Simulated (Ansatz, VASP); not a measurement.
## One calculation of AlCo, two programs

```xyz
2
Lattice="2.8579 0.3436 0.3436 0.3436 2.8579 0.3436 0.3436 0.3436 2.8579" Properties=species:S:1:pos:R:3 pbc="T T T"
Al    0.0000    0.0000    0.0000
Co    1.7726    1.7726    1.7726
```

Alike in both runs: task single point; functional PBE; k mesh 18 × 18 × 18; occupations gaussian, width 0.15 eV; collinear spin.

```csv
,VASP,Ansatz
version,VASP 6.6.1,Ansatz 0.2.0
potentials or method,"VASP PAW PBE potentials, release 64 (Al, Co), cutoff 520 eV","scalar-relativistic, plane waves, PAW"
valence electrons in the cell,12,20
```

```tsv
	VASP	Ansatz	Ansatz less VASP
gap on the k mesh at the Fermi level (eV)	none	none	-
pressure (GPa)	22.9	23.0	+0.09
traceless stress, the component that is largest in VASP (GPa)	-16.29	-16.44	-0.147
net moment per atom (μB)	0.00	0.00	0.000
```

A gap of «none» marks a metal or a gap that the smearing closes. VASP's potentials hold 12 valence electrons a cell and Ansatz's 20, so a difference there can come from the potentials and not from the codes. Ansatz's warnings: seeded moment not kept.
